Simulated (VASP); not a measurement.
# Os (P6_3/mmc) in VASP: notebook

Os is run at these levels: PBEsol; tasks: single point.

All numbers are computed with VASP 6.6.1; they aren't measurements. Logs are shortened: lines on timing, memory, paths and dates and some standing lists are left out, and cuts for length are marked.

### Step 1. The cell of the first run

Symmetry: P6_3/mmc, No. 194, hexagonal system. The conventional cell has a = 2.734 Å, b = 2.734 Å, c = 4.320 Å, α = 90.00°, β = 90.00°, γ = 120.00°. Within 3.5 Å of Os (site symmetry -6m2) lie 12 Os at 2.68 to 2.73 Å.

### Step 2. Single point, PBEsol

INCAR reads:

```
SYSTEM = Os
ALGO = Normal
EDIFF = 1E-6
ENCUT = 520
GGA = PS
ISIF = 2
ISMEAR = 0
LASPH = .TRUE.
LCHARG = .TRUE.
LELF = .TRUE.
LREAL = .FALSE.
LVHAR = .TRUE.
LWAVE = .FALSE.
NBANDS = 15
NELM = 60
PREC = Accurate
SIGMA = 0.15
```

KPOINTS reads:

```
k-points
0
G
  18 18 12
  0 0 0
```

POSCAR reads:

```
Os
1.0
    2.7340999755      0.0000000000      0.0000000000
   -1.3670499878      2.3678000353      0.0000000000
    0.0000000000      0.0000000000      4.3197000000
Os
2
Direct
    0.3333333333      0.6666666667      0.2500000000
    0.6666666667      0.3333333333      0.7500000000
```

Potentials or basis: VASP PAW PBE potentials, release 64 (Os).

The run is started by

```console
$ cat potpaw_PBE.64/Os/POTCAR > POTCAR
$ mpirun -np 1 vasp_std > vasp.out
```

OUTCAR:

```text
SYSTEM = Os
   EDIFF = 1E-6
   ENCUT = 520
   GGA = PS
   ISIF = 2
   ISMEAR = 0
   LASPH = .TRUE.
   LREAL = .FALSE.
   NELM = 60
   PREC = Accurate

 ion  position               nearest neighbor table
   1  0.333  0.667  0.250-   2 2.68   2 2.68   2 2.68   2 2.68   2 2.68   2 2.68
   2  0.667  0.333  0.750-   1 2.68   1 2.68   1 2.68   1 2.68   1 2.68   1 2.68

  LATTYP: Found a hexagonal cell.
 ALAT       =     2.7340999755
 C/A-ratio  =     1.5799349105

  Lattice vectors:

 A1 = (   2.7340999755,   0.0000000000,   0.0000000000)
 A2 = (  -1.3670499878,   2.3678000353,   0.0000000000)
 A3 = (   0.0000000000,   0.0000000000,   4.3197000000)

Analysis of symmetry for initial positions (statically):
=====================================================================
 Subroutine PRICEL returns:
 Original cell was already a primitive cell.

 Routine SETGRP: Setting up the symmetry group for a
 hexagonal supercell.

 Subroutine GETGRP returns: Found 24 space group operations
 (whereof 12 operations were pure point group operations)
 out of a pool of 24 trial point group operations.

The static configuration has the point symmetry D_3d.
 The point group associated with its full space group is D_6h.

Analysis of symmetry for dynamics (positions and initial velocities):
=====================================================================
 Subroutine PRICEL returns:
 Original cell was already a primitive cell.

 Routine SETGRP: Setting up the symmetry group for a
 hexagonal supercell.

 Subroutine GETGRP returns: Found 24 space group operations
 (whereof 12 operations were pure point group operations)
 out of a pool of 24 trial point group operations.

The dynamic configuration has the point symmetry D_3d.
 The point group associated with its full space group is D_6h.

 Subroutine INISYM returns: Found 24 space group operations
 (whereof 12 operations are pure point group operations),
 and found     1 'primitive' translations

----------------------------------------------------------------------------------------

                                     Primitive cell

  volume of cell :      27.9649

  direct lattice vectors                    reciprocal lattice vectors
     2.734099975  0.000000000  0.000000000     0.365751073  0.211166481  0.000000000
    -1.367049988  2.367800035  0.000000000     0.000000000  0.422332961  0.000000000
     0.000000000  0.000000000  4.319700000     0.000000000  0.000000000  0.231497558

  length of vectors
     2.734099975  2.734099976  4.319700000     0.422332961  0.422332961  0.231497558

  position of ions in fractional coordinates (direct lattice)
     0.333333333  0.666666667  0.250000000
     0.666666667  0.333333333  0.750000000

  ion indices of the primitive-cell ions
   primitive index   ion index
                 1           1
                 2           2

----------------------------------------------------------------------------------------

 KPOINTS: k-points

Automatic generation of k-mesh.
 Grid dimensions read from file:
 generate k-points for:   18   18   12

 Generating k-lattice:

  Cartesian coordinates                     Fractional coordinates (reciprocal lattice)
     0.020319504  0.011731471  0.000000000     0.055555556  0.000000000  0.000000000
     0.000000000  0.023462942  0.000000000     0.000000000  0.055555556  0.000000000
     0.000000000  0.000000000  0.019291463     0.000000000  0.000000000  0.083333333

  Length of vectors
     0.023462942  0.023462942  0.019291463

  Shift w.r.t. Gamma in fractional coordinates (k-lattice)
     0.000000000  0.000000000  0.000000000

 Subroutine IBZKPT returns following result:
 ===========================================

 Found    259 irreducible k-points:

 Following reciprocal coordinates:
            Coordinates               Weight
  0.000000  0.000000  0.000000      1.000000
  0.055556  0.000000  0.000000      6.000000
  0.111111  0.000000  0.000000      6.000000
  0.166667  0.000000  0.000000      6.000000
  0.222222  0.000000  0.000000      6.000000
  0.277778  0.000000  0.000000      6.000000
[... 16 lines left out ...]
  0.333333  0.111111  0.000000     12.000000
  0.388889  0.111111  0.000000     12.000000
 [... further k-points ...]
   k-points           NKPTS =    259   k-points in BZ     NKDIM =    259   number of bands    NBANDS=     15
   number of dos      NEDOS =    301   number of ions     NIONS =      2
   total plane-waves  NPLWV =  12800
   dimension x,y,z NGX =    20 NGY =   20 NGZ =   32
   dimension x,y,z NGXF=    40 NGYF=   40 NGZF=   64
   ions per type =               2
   NGX,Y,Z   is equivalent  to a cutoff of  12.16, 12.16, 12.32 a.u.
   NGXF,Y,Z  is equivalent  to a cutoff of  24.32, 24.32, 24.63 a.u.
 SYSTEM =  Os
   PREC   = accura    normal or accurate (medium, high low for compatibility)
   ISTART =      0    job   : 0-new  1-cont  2-samecut
   ICHARG =      2    charge: 1-file 2-atom 10-const
   ISPIN  =      1    spin polarized calculation?
   LNONCOLLINEAR =      F non collinear calculations
   LSORBIT =      F    spin-orbit coupling
   LASPH  =      T    aspherical Exc in radial PAW
   ENCUT  =  520.0 eV  38.22 Ry    6.18 a.u.   5.08  5.08  8.03*2*pi/ulx,y,z
   NELM   =     60;   NELMIN=  2; NELMDL= -5     # of ELM steps
   EDIFF  = 0.1E-05   stopping-criterion for ELM
   LREAL  =      F    real-space projection
   EDIFFG = 0.1E-04   stopping-criterion for IOM
   NSW    =      0    number of steps for IOM
   IBRION =     -1    ionic relax: 0-MD 1-quasi-New 2-CG
   NFREE  =      0    steps in history (QN), initial steepest desc. (CG)
   ISIF   =      2    stress and relaxation
   ISYM   =      2    0-nonsym 1-usesym 2-fastsym
   POTIM  = 0.5000    time-step for ionic-motion
   TEBEG  =    0.0;   TEEND  =   0.0 temperature during run
   PSTRESS=    0.0 pullay stress
   NELECT =      16.0000    total number of electrons
   NUPDOWN=      -1.0000    fix difference up-down
   EMIN   =  10.00;   EMAX   =-10.00  energy-range for DOS
   EFERMI =   0.00;   METHOD = LEGACY
   ISMEAR =     0;   SIGMA  =   0.15  broadening in eV -4-tet -1-fermi 0-gaus
   EFERMI_NEDOS =   21; number of points for ismear=-14 and -15
   IALGO  =     38    algorithm
   IMIX   =      4    mixing-type and parameters
     AMIX     =   0.40;   BMIX     =  1.00
     AMIX_MAG =   1.60;   BMIX_MAG =  1.00
  volume/ion in A,a.u.               =      13.98        94.36
  Fermi-wavevector in a.u.,A,eV,Ry     =   1.359076  2.568282 25.131162  1.847088
  Thomas-Fermi vector in A             =   2.485855
   LORBIT       =      0    0 simple, 1 ext, 2 COOP (PROOUT), +10 PAW based schemes
   GGA     = PS    functional components
   LHFCALC =     F    Hartree Fock is set to
   AEXX    =    0.0000 exact exchange contribution
   IVDW    =     0    specifies the selected vdW correction
   LEPSILON=     F    determine dielectric tensor
   LRPA    =     F    only Hartree local field effects (RPA)
 non-spin polarized calculation
 Gauss-broadening in eV      SIGMA  =   0.15
  energy-cutoff  :      520.00
  volume of cell :       27.96
 maximum number of plane-waves:       770
   NGX = 11   NGY = 11   NGZ = 17

 number of electron      15.9999998 magnetization

 Free energy of the ion-electron system (eV)
  ---------------------------------------------------
  ext. energy  EPLUGINS =         0.00000000
  ---------------------------------------------------
  free energy    TOTEN  =       -24.49127900 eV

  energy without entropy =      -24.47754408  energy(sigma->0) =      -24.48441154

 E-fermi :   9.3170     XC(G=0): -14.1563

 val. band max:        9.3083433116   @ k =   0.0000   0.0000   0.0000
 cond. band min:       9.3372075307   @ k =   0.1111   0.0556   0.3333
 fundamental gap:      0.0288642191
 Fermi energy:         9.3169933536

 k-point     1 :       0.0000    0.0000    0.0000
  band No.  band energies     occupation
      1      -1.6855      2.00000
      2       1.4838      2.00000
      3       6.2424      2.00000
      4       6.2424      2.00000
      5       6.4976      2.00000
      6       7.0886      2.00000
      7       7.0886      2.00000
      8       7.7465      2.00000
      9       7.7465      2.00000
     10       9.3083      1.06500
     11      11.0067      0.00000
     12      11.0067      0.00000
     13      18.3592      0.00000
     14      23.3493      0.00000
     15      26.0835      0.00000

 k-point     2 :       0.0556    0.0000    0.0000
  band No.  band energies     occupation
      1      -1.5599      2.00000
      2       1.5963      2.00000
      3       5.9542      2.00000
      4       6.3532      2.00000
      5       6.7510      2.00000
      6       7.0119      2.00000
      7       7.1921      2.00000
      8       7.5946      2.00000
      9       7.6555      2.00000
     10       8.7105      2.00000
     11      11.0704      0.00000
     12      11.7889      0.00000
     13      18.3505      0.00000
     14      23.6115      0.00000
     15      26.2491      0.00000

 k-point     3 :       0.1111    0.0000    0.0000
  band No.  band energies     occupation
      1      -1.1931      2.00000
      2       1.9114      2.00000
      3       5.5307      2.00000
      4       6.6812      2.00000
      5       6.7759      2.00000
      6       6.9811      2.00000
      7       7.1472      2.00000
      8       7.4145      2.00000
      9       7.4976      2.00000
     10       8.0779      2.00000
     11      11.2321      0.00000
     12      13.1403      0.00000
     13      18.3045      0.00000
     14      24.3248      0.00000
     15      26.6828      0.00000

 k-point     4 :       0.1667    0.0000    0.0000
  band No.  band energies     occupation
      1      -0.6185      2.00000
      2       2.3463      2.00000
      3       5.1273      2.00000
      4       6.0460      2.00000
      5       6.5051      2.00000
      6       7.0897      2.00000
      7       7.2134      2.00000
      8       7.6076      2.00000
      9       7.7422      2.00000
     10       7.9899      2.00000
     11      11.4333      0.00000
     12      14.6076      0.00000
     13      18.1891      0.00000
     14      25.0730      0.00000
     15      26.8792      0.00000
[... 307 lines left out ...]
 k-point    22 :       0.2778    0.1111    0.0000
  band No.  band energies     occupation
      1       1.8684      2.00000
      2       2.9398      2.00000
      3       3.6246      2.00000
      4       4.8541      2.00000
      5       5.8512      2.00000
      6       6.6272      2.00000
      7       7.0966      2.00000
      8       9.2430      1.51445
      9      10.1574      0.00000
     10      11.1714      0.00000
     11      11.7435      0.00000
     12      17.8168      0.00000
     13      19.4974      0.00000
     14      20.1079      0.00000
     15      22.2251      0.00000

 k-point    23 :       0.3333    0.1111    0.0000
  band No.  band energies     occupation
      1       2.3103      2.00000
      2       2.7041      2.00000
      3       3.1893      2.00000
      4       5.3132      2.00000
      5       5.7381      2.00000
      6       6.8493      2.00000
      7       7.0513      2.00000
      8      10.0782      0.00000
      9      10.8836      0.00000
     10      11.7972      0.00000
     11      12.2119      0.00000
     12      17.7883      0.00000
     13      18.4000      0.00000
     14      20.6933      0.00000
     15      20.8523      0.00000

 k-point    24 :       0.3889    0.1111    0.0000
  band No.  band energies     occupation
      1       2.4701      2.00000
      2       2.5808      2.00000
      3       2.9226      2.00000
      4       5.6843      2.00000
      5       5.7677      2.00000
      6       6.6753      2.00000
      7       7.3765      2.00000
      8      10.9018      0.00000
      9      11.3362      0.00000
     10      11.8271      0.00000
     11      13.2258      0.00000
     12      16.2417      0.00000
     13      18.7164      0.00000
     14      19.7992      0.00000
     15      21.5657      0.00000

 [... further k-points ...]

------------------------ aborting loop because EDIFF is reached ----------------------------------------

  FORCE on cell =-STRESS in cart. coord.  units (eV):
  Direction    XX          YY          ZZ          XY          YZ          ZX
  --------------------------------------------------------------------------------------
  -------------------------------------------------------------------------------------
  Total       -0.4023423     -0.4023423     -0.4332531      0.0000000     -0.0000000      0.0000000
  in kB      -23.0511854    -23.0511854    -24.8221404      0.0000000     -0.0000000      0.0000000
  external PRESSURE =     -23.6415037 kB  Pullay stress =       0.0000000 kB

 VOLUME and BASIS-vectors are now :
 -----------------------------------------------------------------------------
  energy-cutoff  :      520.00
  volume of cell :       27.96
      direct lattice vectors                 reciprocal lattice vectors
     2.734099975  0.000000000  0.000000000     0.365751073  0.211166481  0.000000000
    -1.367049988  2.367800035  0.000000000     0.000000000  0.422332961  0.000000000
     0.000000000  0.000000000  4.319700000     0.000000000  0.000000000  0.231497558

 POSITION                                       TOTAL-FORCE (eV/Angst)
 -----------------------------------------------------------------------------------
     -0.00000      1.57853      1.07993         0.000000      0.000000      0.000000
      1.36705      0.78927      3.23977         0.000000      0.000000      0.000000
 -----------------------------------------------------------------------------------
    total drift:                               -0.000000      0.000000     -0.000000

  FREE ENERGIE OF THE ION-ELECTRON SYSTEM (eV)
  ---------------------------------------------------
  free  energy   TOTEN  =       -24.4912790011 eV

  energy  without entropy=      -24.4775440846  energy(sigma->0) =      -24.48441154
```

It took 36 s on 1 thread of AMD EPYC 9R45 (Zen 5), shared host; peak memory 0.18 GiB.

Results:

* Free energy: -24.4913 eV
* Pressure: -2.4 GPa
* Band gap on the k mesh: zero (band 8 reaches 11.36 eV, above the bottom of band 9 at 7.41 eV)

Caveat: the PAW data sets were made with another functional, which shifts forces and pressure a little; spin-orbit coupling is left out, which moves the levels of the heavy elements.

### Step 3. Single point, PBEsol

INCAR reads:

```
SYSTEM = Os
ALGO     = Fast           ! electronic algorithm
EDIFF    = 1E-6           ! SCF threshold, eV
ENCUT    = 520            ! plane-wave cutoff, eV
GGA      = PS             ! functional
ISIF     = 2              ! what is computed and relaxed
ISMEAR   = 0              ! smearing method
LASPH    = .TRUE.         ! aspherical terms in the spheres
LCHARG   = .FALSE.        ! write CHGCAR
LREAL    = .FALSE.        ! projectors in reciprocal space
LWAVE    = .FALSE.        ! write WAVECAR
NBANDS   = 15             ! bands
NELM     = 60             ! most SCF steps
PREC     = Accurate       ! precision mode
SIGMA    = 0.15           ! smearing width, eV
```

KPOINTS reads:

```
k-points
0
G
  24 24 12
  0 0 0
```

POSCAR is that of step 2.

Potentials or basis: VASP PAW PBE potentials, release 64 (Os).

The run is started by

```console
$ cat potpaw_PBE.64/Os/POTCAR > POTCAR
$ mpirun -np 1 vasp_std > vasp.out
```

Wall time 70 s (1 thread of AMD EPYC 9R45 (Zen 5), shared host); peak memory 0.23 GiB.

The run converged. Its results:

| Item | Value |
| --- | --- |
| Free energy | -24.4918 eV |
| Pressure | -2.4 GPa |
| Band gap on the k mesh | zero (band 8 reaches 11.40 eV, above the bottom of band 9 at 7.51 eV) |

Stress tensor (GPa, compression positive):
```
-2.18  0.00  0.00
 0.00 -2.18  0.00
 0.00  0.00 -2.92
```

Levels at points of the mesh, in eV from the Fermi level:
```
           k point  band 6  band 7  band 8  band 9  band 10  band 11
(0.00, 0.00, 0.00)   -2.25   -2.25   -1.59   -1.59    -0.03     1.67
(0.50, 0.00, 0.00)   -2.61   -1.92    2.02    2.58     2.71     4.39
(0.00, 0.00, 0.50)   -3.29   -3.29   -3.29    0.87     0.87     0.87
(0.50, 0.00, 0.50)   -1.24   -0.21   -0.21    2.36     2.36     3.28
```

Caveat: the PAW data sets were made with another functional, which shifts forces and pressure a little; spin-orbit coupling is left out, which moves the levels of the heavy elements.
